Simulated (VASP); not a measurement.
# ZnSn4N: relaxation of cell and atoms with PBE

Crystal: ZnSn4N.

```
Zn Sn N
1.0
     0.00000    4.21883    4.21883
     4.21883    0.00000    4.21883
     4.21883    4.21883    0.00000
Zn Sn N
1 4 1
Direct
  0.50000 0.50000 0.50000
  0.62482 0.12506 0.12506
  0.12506 0.62482 0.12506
  0.12506 0.12506 0.62482
  0.12506 0.12506 0.12506
  0.75000 0.75000 0.75000
```

The cell was generated, and may not be a known phase.

```yaml
Program: VASP 6.6.1
Task: relaxation of cell and atoms
Functional: PBE
Potentials_or_basis: VASP PAW PBE potentials, release 64 (Zn, Sn_d, N)
Cutoff: 600 eV
k_mesh: 8 × 8 × 8
Occupations: gaussian, width 0.1 eV
Spin: no spin polarisation
Dipole_correction: no
Further_INCAR_settings: ALGO = Normal; EDIFF = 1e-06; IBRION = 2; EDIFFG = -0.01; NSW = 100; ISIF = 3
```

The relaxed volume is 26.02 Å³/atom, the relaxed cell is a = 6.044 Å, b = 6.044 Å, c = 6.044 Å, α = 60.00°, β = 60.00°, γ = 60.00° and the space group after relaxing (to 0.1 Å) is F-43m (No. 216). The energy gained by relaxing is 5.5 meV/atom and the ionic steps are 4. The pressure after relaxing is 0.0 GPa and the largest force after relaxing is 0.004 eV/Å. The band gap on the k mesh is zero (an odd number of electrons rules out a gap without spin polarisation).

Forces in eV/Å, atoms in the order of the input:
```
Zn   0.000  0.000  0.000
Sn  -0.002  0.002  0.002
Sn   0.002 -0.002  0.002
Sn   0.002  0.002 -0.002
Sn  -0.002 -0.002 -0.002
N    0.000  0.000  0.000
```

The path:
```
step  energy change (eV)  largest force (eV/Å)  pressure (GPa)  volume (Å³)
   1              0.0000                0.0942            1.78       150.18
   2             -0.0327                0.0240           -0.04       156.29
   3             -0.0327                0.0201            0.06       156.10
   4             -0.0327                0.0041            0.00       156.15
```

Final structure:
```
Zn Sn N
1.0
     0.00000    4.27400    4.27400
     4.27400    0.00000    4.27400
     4.27400    4.27400    0.00000
Zn Sn N
1 4 1
Direct
  0.50000 0.50000 0.50000
  0.62551 0.12483 0.12483
  0.12483 0.62551 0.12483
  0.12483 0.12483 0.62551
  0.12483 0.12483 0.12483
  0.75000 0.75000 0.75000
```

Levels at points of the mesh, in eV from the Fermi level:
| k point | band 34 | band 35 | band 36 | band 37 | band 38 | band 39 | band 40 | band 41 |
| --- | --- | --- | --- | --- | --- | --- | --- | --- |
| (0.00, 0.00, 0.00) | -2.83 | -1.79 | -0.62 | -0.62 | -0.43 | -0.43 | -0.43 | 3.69 |
| (0.50, 0.00, 0.00) | -1.27 | -0.35 | -0.16 | -0.16 | 1.09 | 1.09 | 1.54 | 2.15 |
| (0.50, 0.50, 0.00) | -0.57 | -0.15 | 0.01 | 1.10 | 1.10 | 1.58 | 1.69 | 1.83 |

Wall time 17 min on 1 thread of Intel Xeon 8259CL, on a shared host, peak memory 0.47 GiB.

Caveat: spin-orbit coupling is left out, which moves the levels of the heavy elements.
